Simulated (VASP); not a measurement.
# Ba7LiTi8O23 (a cell with a defect) in VASP: relaxation of the atoms with PBEsol

Aim: the relaxation of the atoms of Ba7LiTi8O23 (a cell with a defect) with PBEsol.

All numbers are computed with VASP 6.6.1; they aren't measurements. Logs are shortened: lines on timing, memory, paths and dates and some standing lists are left out, and cuts for length are marked.

### 1 The cell of the first run

The cell holds a defect, 39 atoms: a = 7.940 Å, b = 7.940 Å, c = 7.940 Å, α = 90.00°, β = 90.00°, γ = 90.00°.

### 2 Relaxation of the atoms, PBEsol

INCAR

```
SYSTEM = Ba7LiTi8O23
PREC = Accurate
ENCUT = 650
EDIFF = 1E-7
ISMEAR = -1
SIGMA = 0.05
LREAL = Auto
LASPH = .True.
NELM = 120
ALGO = Normal
ISIF = 2
LWAVE = .False.
LCHARG = .False.
GGA = PS
IBRION = 2
NSW = 100
EDIFFG = -0.03
NELECT = 308.0
ISYM = -1
GGA_COMPAT = .False.
NELMIN = 4
KPAR = 1
```

KPOINTS

```
explicit points
1
Reciprocal
  0.25000000   0.25000000   0.25000000 1
```

POSCAR

```
Ba7LiTi8O23
1.0
    7.9404200000      0.0000000000      0.0000000000
    0.0000000000      7.9404200000      0.0000000000
    0.0000000000      0.0000000000      7.9404200000
Ba Li Ti O
7 1 8 23
Direct
    0.9994770000      0.9971880000      0.0034260000
    0.0007280000      0.0006350000      0.5024050000
    0.0007340000      0.4988940000      0.0039560000
    0.0038970000      0.5031320000      0.4974640000
    0.4950380000      0.9996580000      0.9984270000
    0.5056770000      0.0034270000      0.4980610000
    0.5026680000      0.5037950000      0.0008470000
    0.4962490000      0.4977670000      0.5001090000
    0.2484630000      0.2489820000      0.2481060000
    0.2479710000      0.2499610000      0.7485380000
    0.2537230000      0.7536120000      0.2482090000
    0.2494130000      0.7549950000      0.7476770000
    0.7471580000      0.2472940000      0.2512950000
    0.7491510000      0.2479370000      0.7491520000
    0.7531980000      0.7453140000      0.2521690000
    0.7495960000      0.7499880000      0.7529870000
    0.2519930000      0.2544550000      0.0002620000
    0.2475060000      0.7502690000      0.0041800000
    0.2478180000      0.7500780000      0.5020410000
    0.7528560000      0.2524190000      0.9967750000
    0.7481160000      0.2514210000      0.4995330000
    0.7511900000      0.7505210000      0.9996340000
    0.7496200000      0.7520620000      0.5000940000
    0.0033060000      0.2501310000      0.2544030000
    0.0013080000      0.2465440000      0.7504890000
    0.9971130000      0.7473790000      0.2577340000
    0.9974440000      0.7523220000      0.7489810000
    0.4985850000      0.2481160000      0.2528530000
    0.5023640000      0.2495140000      0.7497500000
    0.4985820000      0.7507480000      0.2486020000
    0.5026560000      0.7495570000      0.7484220000
    0.2515060000      0.0016300000      0.2485900000
    0.2454260000      0.9948530000      0.7512140000
    0.2479190000      0.5013320000      0.2517720000
    0.2514280000      0.5041730000      0.7479910000
    0.7480650000      0.0057220000      0.2524550000
    0.7469730000      0.9998420000      0.7524330000
    0.7498190000      0.4998900000      0.2562930000
    0.7524520000      0.5016130000      0.7541180000
```

Potentials or basis: VASP PAW PBE potentials, release 64 (Ba_sv, Li_sv, Ti_sv, O).

Command:

```bash
> cat potpaw_PBE.64/Ba_sv/POTCAR potpaw_PBE.64/Li_sv/POTCAR potpaw_PBE.64/Ti_sv/POTCAR potpaw_PBE.64/O/POTCAR > POTCAR
> mpirun -np 4 vasp_std > vasp.out
```

OUTCAR:

```text
SYSTEM = Ba7LiTi8O23
   PREC = Accurate
   ENCUT = 650
   EDIFF = 1E-7
   ISMEAR = -1
   LREAL = Auto
   LASPH = .True.
   NELM = 120
   ISIF = 2
   GGA = PS
   IBRION = 2
   NSW = 100
   EDIFFG = -0.03
   NELECT = 308.0
   ISYM = -1
   NELMIN = 4

 ion  position               nearest neighbor table
   1  0.999  0.997  0.003-  18 2.78  22 2.78  32 2.79  33 2.80  27 2.80  36 2.81  20 2.82  25 2.82
                            37 2.83  24 2.83  26 2.83  17 2.86  11 3.41   9 3.42  15 3.42  16 3.43
   2  0.001  0.001  0.502-  33 2.77  25 2.77  27 2.78  24 2.79  19 2.79  26 2.80  23 2.81  36 2.82
                            21 2.83  37 2.83  32 2.83  12 3.39  10 3.40  14 3.42   9 3.44  13 3.44
   3  0.001  0.499  0.004-  20 2.78  34 2.78  17 2.78  39 2.80  18 2.80  24 2.80  22 2.81  26 2.82
                            38 2.83  25 2.84  35 2.85  27 2.85   9 3.40  15 3.40  10 3.45  11 3.45
   4  0.004  0.503  0.497-  26 2.72  34 2.75  19 2.76  38 2.78  24 2.79  35 2.80  27 2.81  23 2.83
                            21 2.85  39 2.85  25 2.86  15 3.38  12 3.43   9 3.43  10 3.43  11 3.44
   5  0.495  1.000  0.998-  32 2.77  33 2.79  18 2.79  37 2.80  17 2.80  29 2.80  30 2.80  31 2.81
                            28 2.82  22 2.84  36 2.85  20 2.87  11 3.38  12 3.40   9 3.42  10 3.43
   6  0.506  0.003  0.498-  36 2.74  28 2.75  21 2.75  23 2.78  37 2.78  29 2.80  30 2.82  32 2.83
                            31 2.83  19 2.87  33 2.88  13 3.36  14 3.39  11 3.45  15 3.45  16 3.45
   7  0.503  0.504  0.001-  30 2.78  22 2.78  39 2.79  31 2.80  17 2.81  20 2.82  18 2.82  38 2.82
                            35 2.83  29 2.84  34 2.84  28 2.85  16 3.40  15 3.41  11 3.42  13 3.45
   8  0.496  0.498  0.500-
   9  0.248  0.249  0.248-  24 1.95  32 1.96  17 1.97  28 1.99  34 2.00   3 3.40   1 3.42   5 3.42
                             4 3.43   2 3.44   6 3.45   7 3.47
  10  0.248  0.250  0.749-  25 1.96  17 2.00  35 2.02  29 2.02  33 2.03   2 3.40   5 3.43   4 3.43
                             3 3.45   6 3.46   1 3.47   7 3.49
  11  0.254  0.754  0.248-  18 1.94  30 1.94  32 1.97  34 2.00  19 2.02  26 2.04   5 3.38   1 3.41
                             7 3.42   4 3.44   6 3.45   3 3.45   2 3.46
  12  0.249  0.755  0.748-  33 1.91  19 1.95  35 1.99  27 2.00  31 2.01  18 2.04   2 3.39   5 3.40
                             4 3.43   1 3.43   6 3.46   7 3.47   3 3.49
  13  0.747  0.247  0.251-  36 1.92  21 1.97  28 1.97  38 2.01  20 2.02  24 2.03   6 3.36   1 3.44
                             2 3.44   7 3.45   3 3.45   5 3.45   4 3.48
  14  0.749  0.248  0.749-  29 1.96  20 1.97  37 1.97  21 1.98  25 2.00  39 2.01   6 3.39   2 3.42
                             5 3.45   7 3.46   1 3.46   3 3.47   4 3.49
  15  0.753  0.745  0.252-  26 1.94  38 1.95  23 1.97  22 2.01  30 2.02  36 2.07   4 3.38   3 3.40
                             7 3.41   1 3.42   6 3.45   2 3.45   5 3.51
  16  0.750  0.750  0.753-  22 1.96  31 1.96  27 1.97  39 1.97  37 1.98  23 2.01   7 3.40   1 3.43
                             5 3.44   2 3.45   6 3.45   3 3.45   4 3.47
  17  0.252  0.254  0.000-   9 1.97  10 2.00   3 2.78   5 2.80   7 2.81   1 2.86
  18  0.248  0.750  0.004-  11 1.94  12 2.04   1 2.78   5 2.79   3 2.80   7 2.82
  19  0.248  0.750  0.502-  12 1.95  11 2.02   4 2.76   2 2.79   6 2.87
  20  0.753  0.252  0.997-  14 1.97  13 2.02   3 2.78   7 2.82   1 2.82   5 2.87
  21  0.748  0.251  0.500-  13 1.97  14 1.98   6 2.75   2 2.83   4 2.85
[... 4 lines left out ...]
  26  0.997  0.747  0.258-  15 1.94  11 2.04   4 2.72   2 2.80   3 2.82   1 2.83
  27  0.997  0.752  0.749-  16 1.97  12 2.00   2 2.78   1 2.80   4 2.81   3 2.85
  28  0.499  0.248  0.253-  13 1.97   9 1.99   6 2.75   5 2.82   7 2.85
  29  0.502  0.250  0.750-  14 1.96  10 2.02   6 2.80   5 2.80   7 2.84
  30  0.499  0.751  0.249-  11 1.94  15 2.02   7 2.78   5 2.80   6 2.82
  31  0.503  0.750  0.748-  16 1.96  12 2.01   7 2.80   5 2.81   6 2.83
  32  0.252  0.002  0.249-   9 1.96  11 1.97   5 2.77   1 2.79   6 2.83   2 2.83
  33  0.245  0.995  0.751-  12 1.91  10 2.03   2 2.77   5 2.79   1 2.80   6 2.88
  34  0.248  0.501  0.252-  11 2.00   9 2.00   4 2.75   3 2.78   7 2.84
  35  0.251  0.504  0.748-  12 1.99  10 2.02   4 2.80   7 2.83   3 2.85
  36  0.748  0.006  0.252-  13 1.92  15 2.07   6 2.74   1 2.81   2 2.82   5 2.85
  37  0.747  1.000  0.752-  14 1.97  16 1.98   6 2.78   5 2.80   1 2.83   2 2.83
  38  0.750  0.500  0.256-  15 1.95  13 2.01   4 2.78   7 2.82   3 2.83
  39  0.752  0.502  0.754-  16 1.97  14 2.01   7 2.79   3 2.80   4 2.85

IMPORTANT INFORMATION: All symmetrisations will be switched off!
NOSYMM: (Re-)initialisation of all symmetry stuff for point group C_1.

----------------------------------------------------------------------------------------

                                     Primitive cell

  volume of cell :     500.6456

  direct lattice vectors                    reciprocal lattice vectors
     7.940420000  0.000000000  0.000000000     0.125937923  0.000000000  0.000000000
     0.000000000  7.940420000  0.000000000     0.000000000  0.125937923  0.000000000
     0.000000000  0.000000000  7.940420000     0.000000000  0.000000000  0.125937923

  length of vectors
     7.940420000  7.940420000  7.940420000     0.125937923  0.125937923  0.125937923

  position of ions in fractional coordinates (direct lattice)
     0.999477000  0.997188000  0.003426000
     0.000728000  0.000635000  0.502405000
     0.000734000  0.498894000  0.003956000
     0.003897000  0.503132000  0.497464000
     0.495038000  0.999658000  0.998427000
[... 95 lines left out ...]
   NGXF,Y,Z  is equivalent  to a cutoff of  29.31, 29.31, 29.31 a.u.
 SYSTEM =  Ba7LiTi8O23
   PREC   = accura    normal or accurate (medium, high low for compatibility)
   ISTART =      0    job   : 0-new  1-cont  2-samecut
   ICHARG =      2    charge: 1-file 2-atom 10-const
   ISPIN  =      1    spin polarized calculation?
   LNONCOLLINEAR =      F non collinear calculations
   LSORBIT =      F    spin-orbit coupling
   LASPH  =      T    aspherical Exc in radial PAW
   ENCUT  =  650.0 eV  47.77 Ry    6.91 a.u.  16.51 16.51 16.51*2*pi/ulx,y,z
   NELM   =    120;   NELMIN=  4; NELMDL= -5     # of ELM steps
   EDIFF  = 0.1E-06   stopping-criterion for ELM
   LREAL  =      T    real-space projection
   EDIFFG = -.3E-01   stopping-criterion for IOM
   NSW    =    100    number of steps for IOM
   IBRION =      2    ionic relax: 0-MD 1-quasi-New 2-CG
   NFREE  =      1    steps in history (QN), initial steepest desc. (CG)
   ISIF   =      2    stress and relaxation
   ISYM   =     -1    0-nonsym 1-usesym 2-fastsym
   POTIM  = 0.5000    time-step for ionic-motion
   TEBEG  =    0.0;   TEEND  =   0.0 temperature during run
   PSTRESS=    0.0 pullay stress
   NELECT =     308.0000    total number of electrons
   NUPDOWN=      -1.0000    fix difference up-down
   EMIN   =  10.00;   EMAX   =-10.00  energy-range for DOS
   EFERMI =   0.00;   METHOD = LEGACY
   ISMEAR =    -1;   SIGMA  =   0.05  broadening in eV -4-tet -1-fermi 0-gaus
   EFERMI_NEDOS =   21; number of points for ismear=-14 and -15
   IALGO  =     38    algorithm
   IMIX   =      4    mixing-type and parameters
     AMIX     =   0.40;   BMIX     =  1.00
     AMIX_MAG =   1.60;   BMIX_MAG =  1.00
  volume/ion in A,a.u.               =      12.84        86.63
  Fermi-wavevector in a.u.,A,eV,Ry     =   1.392349  2.631159 26.376759  1.938637
  Thomas-Fermi vector in A             =   2.516101
   LORBIT       =      0    0 simple, 1 ext, 2 COOP (PROOUT), +10 PAW based schemes
   GGA     = PS    functional components
   LHFCALC =     F    Hartree Fock is set to
   AEXX    =    0.0000 exact exchange contribution
   IVDW    =     0    specifies the selected vdW correction
   LEPSILON=     F    determine dielectric tensor
   LRPA    =     F    only Hartree local field effects (RPA)
 conjugate gradient relaxation of ions
 non-spin polarized calculation
  energy-cutoff  :      650.00
  volume of cell :      500.65
 maximum number of plane-waves:     18865
 NGX is ok and might be reduce to    70
   NGX = 33   NGY = 33   NGZ = 33

--------------------------------------- Ionic step        1  -------------------------------------------

 number of electron     307.9999995 magnetization

 Free energy of the ion-electron system (eV)
  ---------------------------------------------------
  ext. energy  EPLUGINS =         0.00000000
  ---------------------------------------------------
  free energy    TOTEN  =      -316.15681070 eV

  energy without entropy =     -316.08512712  energy(sigma->0) =     -316.12096891

------------------------ aborting loop because EDIFF is reached ----------------------------------------

  FORCE on cell =-STRESS in cart. coord.  units (eV):
  Direction    XX          YY          ZZ          XY          YZ          ZX
  --------------------------------------------------------------------------------------
  -------------------------------------------------------------------------------------
  Total        6.4750683      7.0706004      9.6354662     -2.3736528     -2.5991532     -2.1045039
  in kB       20.7216586     22.6274938     30.8356346     -7.5962168     -8.3178683     -6.7348806
  external PRESSURE =      24.7282623 kB  Pullay stress =       0.0000000 kB
[... 200 lines left out ...]
  FREE ENERGIE OF THE ION-ELECTRON SYSTEM (eV)
  ---------------------------------------------------
  free  energy   TOTEN  =      -316.6882446953 eV

  energy  without entropy=     -316.5842848058  energy(sigma->0) =     -316.63626475

[... ionic steps 4 to 52 ...]

--------------------------------------- Ionic step       53  -------------------------------------------

 number of electron     308.0000010 magnetization

------------------------ aborting loop because EDIFF is reached ----------------------------------------
[... 141 lines left out ...]
--------------------------------------- Ionic step       55  -------------------------------------------

 number of electron     308.0000010 magnetization

 Free energy of the ion-electron system (eV)
  ---------------------------------------------------
  ext. energy  EPLUGINS =         0.00000000
  ---------------------------------------------------
  free energy    TOTEN  =      -317.17499890 eV

  energy without entropy =     -317.09054267  energy(sigma->0) =     -317.13277079

 E-fermi :   6.0009     XC(G=0): -11.3236

 val. band max:        5.8985213462   @ k =   0.2500   0.2500   0.2500
 cond. band min:       6.1405394412   @ k =   0.2500   0.2500   0.2500
 fundamental gap:      0.2420180950
 Fermi energy:         6.0009086909

 k-point     1 :       0.2500    0.2500    0.2500
  band No.  band energies     occupation
      1     -52.4967      2.00000
      2     -52.4640      2.00000
      3     -52.3826      2.00000
      4     -52.3765      2.00000
      5     -52.3728      2.00000
      6     -52.3659      2.00000
[... 158 lines left out ...]
    165       7.1955      0.00000
    166       7.2166      0.00000
 [bands above 166 left out]

------------------------ aborting loop because EDIFF is reached ----------------------------------------

  FORCE on cell =-STRESS in cart. coord.  units (eV):
  Direction    XX          YY          ZZ          XY          YZ          ZX
  --------------------------------------------------------------------------------------
  -------------------------------------------------------------------------------------
  Total       12.0805816     12.3556743     13.1864030     -1.8753356     -2.1462349     -2.0295264
  in kB       38.6605476     39.5409056     42.1994219     -6.0014909     -6.8684291     -6.4949359
  external PRESSURE =      40.1336250 kB  Pullay stress =       0.0000000 kB
[... 54 lines left out ...]
  FREE ENERGIE OF THE ION-ELECTRON SYSTEM (eV)
  ---------------------------------------------------
  free  energy   TOTEN  =      -317.1749988966 eV

  energy  without entropy=     -317.0905426735  energy(sigma->0) =     -317.13277079

 reached required accuracy - stopping structural energy minimisation
```

It took 75 min on 4 MPI ranks of Intel Xeon Platinum 8488C (Sapphire Rapids), shared host; peak memory 0.35 GiB.

Results:

```
Free energy                  : -317.1750 eV
Energy gained by relaxing    : 26.1 meV/atom
Ionic steps                  : 55
Largest force after relaxing : 0.029 eV/Å
```

Forces on the atoms (eV/Å):
```
Ba  -0.014 -0.001 -0.003
Ba  -0.010 -0.003 -0.002
Ba  -0.004 -0.003  0.002
Ba   0.002  0.000  0.003
Ba   0.000 -0.005  0.000
Ba  -0.009 -0.014  0.005
Ba   0.009  0.003 -0.004
Li  -0.022  0.005 -0.018
Ti  -0.016 -0.008 -0.002
Ti  -0.020  0.011 -0.003
Ti  -0.010 -0.007  0.005
Ti   0.001 -0.010 -0.013
Ti   0.001  0.009 -0.019
Ti   0.013 -0.004  0.011
Ti   0.012 -0.002 -0.012
Ti  -0.018  0.000  0.004
O    0.004  0.003  0.010
O    0.010 -0.001  0.001
O    0.007 -0.002  0.004
O   -0.002  0.006 -0.004
O   -0.001  0.000  0.020
O   -0.004 -0.006 -0.006
O    0.000 -0.001  0.006
O    0.019 -0.001  0.008
O   -0.009  0.004 -0.018
O    0.004  0.003 -0.004
O    0.013  0.004  0.009
O   -0.004  0.005  0.002
O    0.014 -0.003  0.002
O    0.006  0.002  0.000
O   -0.005  0.008  0.005
O    0.009  0.011  0.006
O    0.005 -0.001 -0.009
O    0.008  0.003  0.002
O    0.005 -0.017 -0.003
O   -0.009  0.003  0.004
O    0.009  0.012  0.005
O   -0.001  0.009  0.003
O    0.009 -0.012  0.002
```

Step by step:
```csv
step,energy change (eV),largest force (eV/Å),pressure (GPa)
1,0.0000,2.1637,2.47
3,-0.5314,0.8022,2.72
5,-0.7247,0.4056,3.23
7,-0.7895,0.5934,3.35
9,-0.8162,0.1878,3.43
11,-0.8299,0.2206,3.42
13,-0.8375,0.1126,3.46
15,-0.8429,0.1065,3.50
17,-0.8468,0.1141,3.55
19,-0.8500,0.1262,3.61
21,-0.8551,0.1364,3.58
23,-0.8629,0.1572,3.58
25,-0.8714,0.1941,3.59
27,-0.8947,0.2192,3.69
29,-0.9157,0.3038,3.91
31,-0.9280,0.2281,3.92
33,-0.9434,0.4181,3.69
35,-0.9583,0.2011,3.73
37,-0.9752,0.1337,3.73
39,-0.9875,0.1293,3.78
41,-0.9918,0.1476,3.82
43,-1.0013,0.1892,3.93
45,-1.0082,0.1086,3.98
47,-1.0123,0.0683,4.05
49,-1.0146,0.0509,4.04
51,-1.0167,0.0409,4.02
53,-1.0177,0.0380,4.01
55,-1.0182,0.0288,4.01
```

Final structure:
```yaml
crystal:
  lattice:
    - [7.94042, 0.00000, 0.00000]
    - [0.00000, 7.94042, 0.00000]
    - [0.00000, 0.00000, 7.94042]
  atoms:
    - { symbol: Ba, position: [0.99834, 0.99834, 0.99915] }
    - { symbol: Ba, position: [0.99745, 0.99719, 0.50233] }
    - { symbol: Ba, position: [0.99653, 0.50218, 0.00180] }
    - { symbol: Ba, position: [0.99786, 0.50141, 0.50193] }
    - { symbol: Ba, position: [0.50216, 0.99676, 0.00177] }
    - { symbol: Ba, position: [0.50126, 0.00044, 0.50223] }
    - { symbol: Ba, position: [0.50169, 0.50189, 0.00157] }
    - { symbol: Li, position: [0.55328, 0.57853, 0.46826] }
    - { symbol: Ti, position: [0.24331, 0.24416, 0.23592] }
    - { symbol: Ti, position: [0.26203, 0.26248, 0.76008] }
    - { symbol: Ti, position: [0.25657, 0.73604, 0.25894] }
    - { symbol: Ti, position: [0.25797, 0.75534, 0.74947] }
    - { symbol: Ti, position: [0.73466, 0.25820, 0.26018] }
    - { symbol: Ti, position: [0.75524, 0.25871, 0.75017] }
    - { symbol: Ti, position: [0.75414, 0.75483, 0.25082] }
    - { symbol: Ti, position: [0.75127, 0.75155, 0.74963] }
    - { symbol: O, position: [0.24489, 0.24337, 0.00082] }
    - { symbol: O, position: [0.25057, 0.74828, 0.00062] }
    - { symbol: O, position: [0.24614, 0.74715, 0.50109] }
    - { symbol: O, position: [0.74837, 0.24951, 0.00027] }
    - { symbol: O, position: [0.74898, 0.24430, 0.50070] }
    - { symbol: O, position: [0.74576, 0.74609, 0.00162] }
    - { symbol: O, position: [0.74441, 0.74464, 0.49963] }
    - { symbol: O, position: [0.00585, 0.25073, 0.25970] }
    - { symbol: O, position: [0.99677, 0.24747, 0.74598] }
    - { symbol: O, position: [0.99638, 0.74735, 0.25058] }
    - { symbol: O, position: [0.99378, 0.74652, 0.75075] }
    - { symbol: O, position: [0.49698, 0.24728, 0.25392] }
    - { symbol: O, position: [0.49283, 0.24549, 0.74953] }
    - { symbol: O, position: [0.49814, 0.74324, 0.25797] }
    - { symbol: O, position: [0.49657, 0.74510, 0.74774] }
    - { symbol: O, position: [0.25050, 0.00492, 0.25979] }
    - { symbol: O, position: [0.24841, 0.99603, 0.74577] }
    - { symbol: O, position: [0.24799, 0.49661, 0.25425] }
    - { symbol: O, position: [0.24459, 0.49276, 0.74994] }
    - { symbol: O, position: [0.74776, 0.99557, 0.25018] }
    - { symbol: O, position: [0.74596, 0.99310, 0.75085] }
    - { symbol: O, position: [0.74431, 0.49752, 0.25541] }
    - { symbol: O, position: [0.74743, 0.49609, 0.75008] }
```

Caveat: the cell carries a net charge on a neutralising background, which shifts energy and pressure; the cell is charged against a uniform background, so pressure and absolute levels hang on convention; the PAW data sets were made with another functional, which shifts forces and pressure a little; spin-orbit coupling is left out, which moves the levels of the heavy elements.
